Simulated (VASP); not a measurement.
Write the native input for VASP 6.6.1 that does the following.

```
Task                   : relaxation of cell and atoms
Functional             : PBE
Potentials or basis    : VASP PAW PBE potentials, release 64 (Si, Se, F)
Cutoff                 : 600 eV
k mesh                 : 18 × 18 × 6
Occupations            : gaussian, width 0.1 eV
Spin                   : no spin polarisation
Dipole correction      : no
Further INCAR settings : ALGO = Fast; EDIFF = 1e-07; IBRION = 2; EDIFFG = -0.01; NSW = 100; ISIF = 3
```

The structure of SiSeF2 lies in POSCAR:

```
SiSeF2
1.0
    2.7855806885      0.0000000000      0.0000000000
   -1.3927903443      2.4123836406      0.0000000000
    0.0000000000      0.0000000000     10.2468385630
Si Se F
1 1 2
Direct
    0.0000000000      0.0000000000      0.0000000000
    0.0000000000      0.0000000000      0.5000000000
    0.0000000000      0.0000000000      0.8411752614
    0.0000000000      0.0000000000      0.1588247386
```

The cell was generated, and may not be a known phase.

The input as run:

INCAR

```
SYSTEM = SiSeF2
PREC = Accurate
ENCUT = 600
EDIFF = 1E-7
ISMEAR = 0
SIGMA = 0.1
LREAL = .FALSE.
LASPH = .TRUE.
NELM = 100
ALGO = Fast
ISIF = 3
LWAVE = .FALSE.
LCHARG = .FALSE.
GGA = PE
IBRION = 2
NSW = 100
EDIFFG = -0.01
```

KPOINTS

```
Automatic mesh
0
G
  18 18 6
  0 0 0
```

Potentials or basis: VASP PAW PBE potentials, release 64 (Si, Se, F).

The run is started by

```bash
$ cat potpaw_PBE.64/Si/POTCAR potpaw_PBE.64/Se/POTCAR potpaw_PBE.64/F/POTCAR > POTCAR
$ mpirun -np 1 vasp_std > vasp.out
```

It gave:

```
Relaxed volume                        : 17.11 Å³/atom
Relaxed cell                          : a = 2.774 Å, b = 2.774 Å, c = 10.271 Å, α = 90.00°, β = 90.00°, γ = 120.00°
Space group after relaxing (to 0.1 Å) : P6/mmm (No. 191)
Energy gained by relaxing             : 0.7 meV/atom
Ionic steps                           : 4
Pressure after relaxing               : 0.0 GPa
Band gap on the k mesh                : zero (bands 12 and 13 overlap by 5.93 eV)
```

Caveat: this functional lacks dispersion, which binds layers or chains, so the pressure and a relaxed spacing across them are unreliable.

Wall time 13 min on 1 thread of Oxide Virtual Turin-like Processor, on a shared host, peak memory 0.35 GiB.
